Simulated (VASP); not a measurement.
# Pb (I4/mmm) in VASP: single point with LDA

Aim: the single point of Pb with LDA.

Program: VASP 6.6.1. These are calculated values, not measurements. Logs are shortened: lines on timing, memory, paths and dates and some standing lists are left out, and cuts for length are marked.

## 1. The cell of the first run

It takes space group I4/mmm (No. 139, tetragonal). Conventional cell: a = 3.353 Å, b = 3.353 Å, c = 4.940 Å, α = 90.00°, β = 90.00°, γ = 90.00°. Within 4.4 Å of Pb (site symmetry 4/mmm) lie 12 Pb at 3.35 to 3.42 Å.

## 2. Single point, LDA (strain -0.040 along x and y, +0.000 along z)

File INCAR:

```
SYSTEM = Pb
PREC     = Accurate       ! precision mode
ENCUT    = 520            ! plane-wave cutoff, eV
EDIFF    = 1E-7           ! SCF threshold, eV
ISMEAR   = 0              ! smearing method
SIGMA    = 0.15           ! smearing width, eV
LREAL    = .False.        ! projectors in reciprocal space
LASPH    = .True.         ! aspherical terms in the spheres
NELM     = 100            ! most SCF steps
ALGO     = Normal         ! electronic algorithm
ISIF     = 2              ! what is computed and relaxed
LWAVE    = .False.        ! write WAVECAR
LCHARG   = .True.         ! write CHGCAR
GGA      = CA             ! functional
LELF     = .True.         ! ELF
LVHAR    = .True.       
NBANDS   = 13             ! bands
```

File KPOINTS:

```
Automatic mesh
0
Gamma
  16 16 16
  0 0 0
```

File POSCAR:

```
Pb
1.0
    0.0000000000      2.3710080000      2.4698000000
    2.3710080000      0.0000000000      2.4698000000
    2.3710080000      2.3710080000      0.0000000000
Pb
1
Direct
    0.0000000000      0.0000000000      0.0000000000
```

Potentials or basis: VASP PAW LDA potentials, release 64 (Pb_d).

On the command line:

```console
> cat potpaw_LDA.64/Pb_d/POTCAR > POTCAR
> mpirun -np 1 vasp_std > vasp.out
```

OUTCAR:

```text
SYSTEM = Pb
   PREC = Accurate
   ENCUT = 520
   EDIFF = 1E-7
   ISMEAR = 0
   LREAL = .False.
   LASPH = .True.
   NELM = 100
   ISIF = 2
   GGA = CA

 ion  position               nearest neighbor table
   1  0.000  0.000  0.000-

  LATTYP: Found a body centered tetragonal cell.
 ALAT       =     3.3531116701
 C/A-ratio  =     1.4731391275

  Lattice vectors:

 A1 = (  -2.3710080000,   0.0000000000,   2.4698000000)
 A2 = (   2.3710080000,   0.0000000000,   2.4698000000)
 A3 = (   0.0000000000,   2.3710080000,  -2.4698000000)

Analysis of symmetry for initial positions (statically):
=====================================================================
 Subroutine PRICEL returns:
 Original cell was already a primitive cell.

 Routine SETGRP: Setting up the symmetry group for a
 body centered tetragonal supercell.

 Subroutine GETGRP returns: Found 16 space group operations
 (whereof 16 operations were pure point group operations)
 out of a pool of 16 trial point group operations.

The static configuration has the point symmetry D_4h.

Analysis of symmetry for dynamics (positions and initial velocities):
=====================================================================
 Subroutine PRICEL returns:
 Original cell was already a primitive cell.

 Routine SETGRP: Setting up the symmetry group for a
 body centered tetragonal supercell.

 Subroutine GETGRP returns: Found 16 space group operations
 (whereof 16 operations were pure point group operations)
 out of a pool of 16 trial point group operations.

The dynamic configuration has the point symmetry D_4h.

 Subroutine INISYM returns: Found 16 space group operations
 (whereof 16 operations are pure point group operations),
 and found     1 'primitive' translations

----------------------------------------------------------------------------------------

                                     Primitive cell

  volume of cell :      27.7688

  direct lattice vectors                    reciprocal lattice vectors
     0.000000000  2.371008000  2.469800000    -0.210880773  0.210880773  0.202445542
     2.371008000  0.000000000  2.469800000     0.210880773 -0.210880773  0.202445542
     2.371008000  2.371008000  0.000000000     0.210880773  0.210880773 -0.202445542

  length of vectors
     3.423680910  3.423680910  3.353111670     0.360451936  0.360451936  0.360451936

  position of ions in fractional coordinates (direct lattice)
     0.000000000  0.000000000  0.000000000

  ion indices of the primitive-cell ions
[... 83 lines left out ...]
   TEBEG  =    0.0;   TEEND  =   0.0 temperature during run
   PSTRESS=    0.0 pullay stress
   NELECT =      14.0000    total number of electrons
   NUPDOWN=      -1.0000    fix difference up-down
   EMIN   =  10.00;   EMAX   =-10.00  energy-range for DOS
   EFERMI =   0.00;   METHOD = LEGACY
   ISMEAR =     0;   SIGMA  =   0.15  broadening in eV -4-tet -1-fermi 0-gaus
   EFERMI_NEDOS =   21; number of points for ismear=-14 and -15
   IALGO  =     38    algorithm
   IMIX   =      4    mixing-type and parameters
     AMIX     =   0.40;   BMIX     =  1.00
     AMIX_MAG =   1.60;   BMIX_MAG =  1.00
  volume/ion in A,a.u.               =      27.77       187.39
  Fermi-wavevector in a.u.,A,eV,Ry     =   1.302961  2.462240 23.098727  1.697709
  Thomas-Fermi vector in A             =   2.433995
   LORBIT       =      0    0 simple, 1 ext, 2 COOP (PROOUT), +10 PAW based schemes
   GGA     = CA    functional components
   LHFCALC =     F    Hartree Fock is set to
   AEXX    =    0.0000 exact exchange contribution
   IVDW    =     0    specifies the selected vdW correction
   LEPSILON=     F    determine dielectric tensor
   LRPA    =     F    only Hartree local field effects (RPA)
 non-spin polarized calculation
 Gauss-broadening in eV      SIGMA  =   0.15
  energy-cutoff  :      520.00
  volume of cell :       27.77
 maximum number of plane-waves:       766
 NGX is ok and might be reduce to    28
   NGX = 13   NGY = 13   NGZ = 13

 number of electron      14.0000003 magnetization

 Free energy of the ion-electron system (eV)
  ---------------------------------------------------
  ext. energy  EPLUGINS =         0.00000000
  ---------------------------------------------------
  free energy    TOTEN  =        -4.24538113 eV

  energy without entropy =       -4.24123351  energy(sigma->0) =       -4.24330732

 E-fermi :   8.0881     XC(G=0): -10.8825

 val. band max:        8.0868682687   @ k =   0.3750   0.1875   0.0625
 cond. band min:       8.1607393888   @ k =  -0.3125  -0.0000   0.2500
 fundamental gap:      0.0738711201
 Fermi energy:         8.0881038089

 k-point     1 :       0.0000    0.0000    0.0000
  band No.  band energies     occupation
      1      -9.0919      2.00000
      2      -9.0228      2.00000
      3      -9.0228      2.00000
      4      -8.8902      2.00000
      5      -8.8313      2.00000
      6      -4.3540      2.00000
      7      16.0789      0.00000
      8      16.0789      0.00000
      9      16.1663      0.00000
     10      17.9234      0.00000
     11      20.6561      0.00000
     12      21.2263      0.00000
     13      21.2649      0.00000
[... 354 lines left out ...]
  band No.  band energies     occupation
      1      -9.0631      2.00000
      2      -9.0306      2.00000
      3      -9.0070      2.00000
      4      -8.8800      2.00000
      5      -8.8435      2.00000
      6      -4.1284      2.00000
      7      14.1180      0.00000
      8      15.0166      0.00000
      9      16.2320      0.00000
     10      17.8332      0.00000
     11      20.9476      0.00000
     12      21.3411      0.00000
     13      22.3751      0.00000

 [... further k-points ...]

------------------------ aborting loop because EDIFF is reached ----------------------------------------

  FORCE on cell =-STRESS in cart. coord.  units (eV):
  Direction    XX          YY          ZZ          XY          YZ          ZX
  --------------------------------------------------------------------------------------
  -------------------------------------------------------------------------------------
  Total        0.5222749      0.5222749      0.3801840      0.0000000     -0.0000000     -0.0000000
  in kB       30.1336616     30.1336616     21.9354510      0.0000000     -0.0000000     -0.0000000
  external PRESSURE =      27.4009247 kB  Pullay stress =       0.0000000 kB

 VOLUME and BASIS-vectors are now :
 -----------------------------------------------------------------------------
  energy-cutoff  :      520.00
  volume of cell :       27.77
      direct lattice vectors                 reciprocal lattice vectors
     0.000000000  2.371008000  2.469800000    -0.210880773  0.210880773  0.202445542
     2.371008000  0.000000000  2.469800000     0.210880773 -0.210880773  0.202445542
     2.371008000  2.371008000  0.000000000     0.210880773  0.210880773 -0.202445542

 POSITION                                       TOTAL-FORCE (eV/Angst)
 -----------------------------------------------------------------------------------
      0.00000      0.00000      0.00000         0.000000     -0.000000      0.000000
 -----------------------------------------------------------------------------------
    total drift:                               -0.000000     -0.000000     -0.000000

  FREE ENERGIE OF THE ION-ELECTRON SYSTEM (eV)
  ---------------------------------------------------
  free  energy   TOTEN  =        -4.2453811324 eV

  energy  without entropy=       -4.2412335057  energy(sigma->0) =       -4.24330732
```

stdout:

```text
POSCAR found type information on POSCAR Pb
 POSCAR found :  1 types and       1 ions
 scaLAPACK will be used
 LDA part: xc-table for (Slater(with rela. corr.)+CA(PZ))
 , standard interpolation
 POSCAR, INCAR and KPOINTS ok, starting setup
 FFT: planning ... GRIDC
 FFT: planning ... GRID_SOFT
 FFT: planning ... GRID
 WAVECAR not read
 entering main loop
```

Run time: 3.4 min. Hardware: 1 thread of Intel Xeon 8259CL, shared host; peak memory 0.24 GiB.

What came out:

- Free energy: -4.2454 eV
- Pressure: 2.7 GPa
- Band gap on the k mesh: zero (bands 7 and 8 overlap by 10.04 eV)

Caveat: the cell differs from its parent crystal (strain -0.040 along x and y, +0.000 along z); spin-orbit coupling is left out, which moves the levels of the heavy elements.
